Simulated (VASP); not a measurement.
# TiTe (rocksalt type) (Fm-3m) in VASP: a series of runs

TiTe (rocksalt type) is run at these levels: LDA; tasks: single point.

Program: VASP 6.6.1. These are calculated values, not measurements. Logs are shortened: lines on timing, memory, paths and dates and some standing lists are left out, and cuts for length are marked.

### 1 The cell of the first run

The structure is cubic, space group Fm-3m (No. 225). Conventional cell: a = 4.224 Å, b = 4.224 Å, c = 4.224 Å, α = 90.00°, β = 90.00°, γ = 90.00°. Ti (site symmetry m-3m) has 6 Te at 2.11 Å within 2.8 Å. Te (site symmetry m-3m) has 6 Ti at 2.11 Å within 2.8 Å.

### 2 Single point, LDA (volume scaled by 0.45)

Input file INCAR:

```
SYSTEM = TiTe
  PREC = Accurate
  ENCUT = 520
  EDIFF = 1E-6
  ISMEAR = -1
  SIGMA = 0.05
  LREAL = .FALSE.
  LASPH = .TRUE.
  NELM = 80
  ALGO = Normal
  ISIF = 2
  LWAVE = .FALSE.
  LCHARG = .FALSE.
  NBANDS = 16
```

Input file KPOINTS:

```
regular mesh
0
G
  12 12 12
  0 0 0
```

Input file POSCAR:

```
TiTe
1.0
    0.0000000000      2.1119045802      2.1119045802
    2.1119045802      0.0000000000      2.1119045802
    2.1119045802      2.1119045802      0.0000000000
Ti Te
1 1
Direct
    0.0000000000      0.0000000000      0.0000000000
    0.5000000000      0.5000000000      0.5000000000
```

Potentials or basis: VASP PAW LDA potentials, release 64 (Ti_sv, Te).

On the command line:

```bash
cat potpaw_LDA.64/Ti_sv/POTCAR potpaw_LDA.64/Te/POTCAR > POTCAR
mpirun -np 1 vasp_std > vasp.out
```

OUTCAR:

```text
SYSTEM = TiTe
   PREC = Accurate
   ENCUT = 520
   EDIFF = 1E-6
   ISMEAR = -1
   LREAL = .FALSE.
   LASPH = .TRUE.
   NELM = 80
   ISIF = 2

 ion  position               nearest neighbor table
   1  0.000  0.000  0.000-   2 2.11   2 2.11   2 2.11   2 2.11   2 2.11   2 2.11
   2  0.500  0.500  0.500-   1 2.11   1 2.11   1 2.11   1 2.11   1 2.11   1 2.11

  LATTYP: Found a face centered cubic cell.
 ALAT       =     4.2238091604

  Lattice vectors:

 A1 = (   0.0000000000,   2.1119045802,   2.1119045802)
 A2 = (   2.1119045802,   0.0000000000,   2.1119045802)
 A3 = (   2.1119045802,   2.1119045802,   0.0000000000)

Analysis of symmetry for initial positions (statically):
[... 33 lines left out ...]
                                     Primitive cell

  volume of cell :      18.8388

  direct lattice vectors                    reciprocal lattice vectors
     0.000000000  2.111904580  2.111904580    -0.236753121  0.236753121  0.236753121
     2.111904580  0.000000000  2.111904580     0.236753121 -0.236753121  0.236753121
     2.111904580  2.111904580  0.000000000     0.236753121  0.236753121 -0.236753121

  length of vectors
     2.986684100  2.986684100  2.986684100     0.410068434  0.410068434  0.410068434

  position of ions in fractional coordinates (direct lattice)
     0.000000000  0.000000000  0.000000000
     0.500000000  0.500000000  0.500000000

  ion indices of the primitive-cell ions
   primitive index   ion index
                 1           1
                 2           2

----------------------------------------------------------------------------------------

 KPOINTS: regular mesh

Automatic generation of k-mesh.
 Grid dimensions read from file:
 generate k-points for:   12   12   12

 Generating k-lattice:

  Cartesian coordinates                     Fractional coordinates (reciprocal lattice)
    -0.019729427  0.019729427  0.019729427     0.083333333  0.000000000  0.000000000
     0.019729427 -0.019729427  0.019729427     0.000000000  0.083333333  0.000000000
     0.019729427  0.019729427 -0.019729427     0.000000000  0.000000000  0.083333333

  Length of vectors
     0.034172369  0.034172369  0.034172369

  Shift w.r.t. Gamma in fractional coordinates (k-lattice)
     0.000000000  0.000000000  0.000000000

 Subroutine IBZKPT returns following result:
 ===========================================

 Found     72 irreducible k-points:

 Following reciprocal coordinates:
            Coordinates               Weight
  0.000000  0.000000  0.000000      1.000000
  0.083333  0.000000  0.000000      8.000000
  0.166667  0.000000  0.000000      8.000000
  0.250000  0.000000  0.000000      8.000000
  0.333333  0.000000  0.000000      8.000000
  0.416667  0.000000  0.000000      8.000000
[... 16 lines left out ...]
  0.500000  0.166667  0.000000     24.000000
 -0.416667  0.166667  0.000000     24.000000
 [... further k-points ...]
   k-points           NKPTS =     72   k-points in BZ     NKDIM =     72   number of bands    NBANDS=     16
   number of dos      NEDOS =    301   number of ions     NIONS =      2
   total plane-waves  NPLWV =  13824
   dimension x,y,z NGX =    24 NGY =   24 NGZ =   24
   dimension x,y,z NGXF=    48 NGYF=   48 NGZF=   48
   ions per type =               1   1
   NGX,Y,Z   is equivalent  to a cutoff of  13.36, 13.36, 13.36 a.u.
   NGXF,Y,Z  is equivalent  to a cutoff of  26.72, 26.72, 26.72 a.u.
 SYSTEM =  TiTe
   PREC   = accura    normal or accurate (medium, high low for compatibility)
   ISTART =      0    job   : 0-new  1-cont  2-samecut
   ICHARG =      2    charge: 1-file 2-atom 10-const
   ISPIN  =      1    spin polarized calculation?
   LNONCOLLINEAR =      F non collinear calculations
   LSORBIT =      F    spin-orbit coupling
   LASPH  =      T    aspherical Exc in radial PAW
   ENCUT  =  520.0 eV  38.22 Ry    6.18 a.u.   5.55  5.55  5.55*2*pi/ulx,y,z
   NELM   =     80;   NELMIN=  2; NELMDL= -5     # of ELM steps
   EDIFF  = 0.1E-05   stopping-criterion for ELM
   LREAL  =      F    real-space projection
   EDIFFG = 0.1E-04   stopping-criterion for IOM
   NSW    =      0    number of steps for IOM
   IBRION =     -1    ionic relax: 0-MD 1-quasi-New 2-CG
   NFREE  =      0    steps in history (QN), initial steepest desc. (CG)
   ISIF   =      2    stress and relaxation
   ISYM   =      2    0-nonsym 1-usesym 2-fastsym
   POTIM  = 0.5000    time-step for ionic-motion
   TEBEG  =    0.0;   TEEND  =   0.0 temperature during run
   PSTRESS=    0.0 pullay stress
   NELECT =      18.0000    total number of electrons
   NUPDOWN=      -1.0000    fix difference up-down
   EMIN   =  10.00;   EMAX   =-10.00  energy-range for DOS
   EFERMI =   0.00;   METHOD = LEGACY
   ISMEAR =    -1;   SIGMA  =   0.05  broadening in eV -4-tet -1-fermi 0-gaus
   EFERMI_NEDOS =   21; number of points for ismear=-14 and -15
   IALGO  =     38    algorithm
   IMIX   =      4    mixing-type and parameters
     AMIX     =   0.40;   BMIX     =  1.00
     AMIX_MAG =   1.60;   BMIX_MAG =  1.00
  volume/ion in A,a.u.               =       9.42        63.57
  Fermi-wavevector in a.u.,A,eV,Ry     =   1.612432  3.047054 35.374284  2.599937
  Thomas-Fermi vector in A             =   2.707663
   LORBIT       =      0    0 simple, 1 ext, 2 COOP (PROOUT), +10 PAW based schemes
   GGA     = CA    functional components
   LHFCALC =     F    Hartree Fock is set to
   AEXX    =    0.0000 exact exchange contribution
   IVDW    =     0    specifies the selected vdW correction
   LEPSILON=     F    determine dielectric tensor
   LRPA    =     F    only Hartree local field effects (RPA)
 non-spin polarized calculation
  energy-cutoff  :      520.00
  volume of cell :       18.84
 maximum number of plane-waves:       532
 NGX is ok and might be reduce to    24
   NGX = 11   NGY = 11   NGZ = 11

 number of electron      18.0000000 magnetization

 Free energy of the ion-electron system (eV)
  ---------------------------------------------------
  ext. energy  EPLUGINS =         0.00000000
  ---------------------------------------------------
  free energy    TOTEN  =         1.43422109 eV

  energy without entropy =        1.44328484  energy(sigma->0) =        1.43875296

 E-fermi :  24.3735     XC(G=0): -15.2950

 val. band max:       24.3335903594   @ k =  -0.3333   0.5000   0.1667
 cond. band min:      24.4497244026   @ k =  -0.1667   0.1667   0.0000
 fundamental gap:      0.1161340432
 Fermi energy:        24.3734925199

 k-point     1 :       0.0000    0.0000    0.0000
  band No.  band energies     occupation
      1     -31.6193      2.00000
      2      -8.4265      2.00000
      3      -8.4265      2.00000
      4      -8.4265      2.00000
      5       5.2588      2.00000
      6      21.7114      2.00000
[... 8 lines left out ...]
     15      40.7408      0.00000
     16      40.7408      0.00000

 k-point     2 :       0.0833    0.0000    0.0000
  band No.  band energies     occupation
      1     -31.6048      2.00000
      2      -8.5297      2.00000
      3      -8.4131      2.00000
      4      -8.4131      2.00000
      5       5.5365      2.00000
      6      21.0375      2.00000
[... 8 lines left out ...]
     15      39.5336      0.00000
     16      40.2473      0.00000

 k-point     3 :       0.1667    0.0000    0.0000
  band No.  band energies     occupation
      1     -31.5649      2.00000
      2      -8.7993      2.00000
      3      -8.3760      2.00000
      4      -8.3760      2.00000
      5       6.3238      2.00000
      6      19.4999      2.00000
[... 8 lines left out ...]
     15      37.5263      0.00000
     16      38.8525      0.00000

 k-point     4 :       0.2500    0.0000    0.0000
  band No.  band energies     occupation
      1     -31.5100      2.00000
      2      -9.1430      2.00000
      3      -8.3247      2.00000
      4      -8.3247      2.00000
      5       7.5091      2.00000
      6      17.6762      2.00000
[... 8 lines left out ...]
     15      36.3253      0.00000
     16      37.0992      0.00000

 k-point     5 :       0.3333    0.0000    0.0000
  band No.  band energies     occupation
      1     -31.4545      2.00000
      2      -9.4631      2.00000
      3      -8.2725      2.00000
      4      -8.2725      2.00000
      5       8.9634      2.00000
      6      15.8213      2.00000
[... 8 lines left out ...]
     15      35.6393      0.00000
     16      35.6393      0.00000

 k-point     6 :       0.4167    0.0000    0.0000
  band No.  band energies     occupation
      1     -31.4135      2.00000
      2      -9.6847      2.00000
      3      -8.2337      2.00000
      4      -8.2337      2.00000
      5      10.5737      2.00000
      6      14.0197      2.00000
[... 8 lines left out ...]
     15      36.1416      0.00000
     16      36.1416      0.00000
[... 267 lines left out ...]
 k-point    21 :       0.3333    0.1667    0.0000
  band No.  band energies     occupation
      1     -31.4372      2.00000
      2      -9.1993      2.00000
      3      -8.5112      2.00000
      4      -8.4334      2.00000
      5       8.5105      2.00000
      6      16.5623      2.00000
[... 8 lines left out ...]
     15      36.4863      0.00000
     16      37.4060      0.00000

 k-point    22 :       0.4167    0.1667    0.0000
  band No.  band energies     occupation
      1     -31.3868      2.00000
      2      -9.4519      2.00000
      3      -8.4530      2.00000
      4      -8.4381      2.00000
      5       9.7734      2.00000
      6      15.1810      2.00000
[... 8 lines left out ...]
     15      37.2995      0.00000
     16      37.6467      0.00000

 k-point    23 :       0.5000    0.1667    0.0000
  band No.  band energies     occupation
      1     -31.3563      2.00000
      2      -9.5972      2.00000
      3      -8.4855      2.00000
      4      -8.3729      2.00000
      5      11.0457      2.00000
      6      13.8915      2.00000
[... 8 lines left out ...]
     15      37.6269      0.00000
     16      38.0850      0.00000

 k-point    24 :      -0.4167    0.1667    0.0000
  band No.  band energies     occupation
      1     -31.3542      2.00000
      2      -9.6091      2.00000
      3      -8.5579      2.00000
      4      -8.2922      2.00000
      5      11.5558      2.00000
      6      13.4128      2.00000
[... 8 lines left out ...]
     15      37.2940      0.00000
     16      37.9817      0.00000

 [... further k-points ...]
[... 5 lines left out ...]
  --------------------------------------------------------------------------------------
  -------------------------------------------------------------------------------------
  Total       47.0612882     47.0612882     47.0612882      0.0000000      0.0000000      0.0000000
  in kB     4002.4095101   4002.4095101   4002.4095101      0.0000000      0.0000000      0.0000000
  external PRESSURE =    4002.4095101 kB  Pullay stress =       0.0000000 kB

 VOLUME and BASIS-vectors are now :
 -----------------------------------------------------------------------------
  energy-cutoff  :      520.00
  volume of cell :       18.84
      direct lattice vectors                 reciprocal lattice vectors
     0.000000000  2.111904580  2.111904580    -0.236753121  0.236753121  0.236753121
     2.111904580  0.000000000  2.111904580     0.236753121 -0.236753121  0.236753121
     2.111904580  2.111904580  0.000000000     0.236753121  0.236753121 -0.236753121

 POSITION                                       TOTAL-FORCE (eV/Angst)
 -----------------------------------------------------------------------------------
      0.00000      0.00000      0.00000        -0.000000      0.000000     -0.000000
      2.11190      2.11190      2.11190         0.000000     -0.000000      0.000000
 -----------------------------------------------------------------------------------
    total drift:                                0.000000     -0.000000     -0.000000

  FREE ENERGIE OF THE ION-ELECTRON SYSTEM (eV)
  ---------------------------------------------------
  free  energy   TOTEN  =         1.4342210871 eV

  energy  without entropy=        1.4432848396  energy(sigma->0) =        1.43875296
```

Wall time 14 s (1 thread of Intel Xeon Platinum 8488C (Sapphire Rapids), shared host); peak memory 0.14 GiB.

What came out:

* Free energy: 1.4342 eV
* Pressure: 400.2 GPa
* Band gap on the k mesh: zero (band 9 reaches 25.40 eV, above the bottom of band 10 at 22.86 eV)

Caveat: spin-orbit coupling is left out, which moves the levels of the heavy elements.

(Continued in part 2 of 2.)
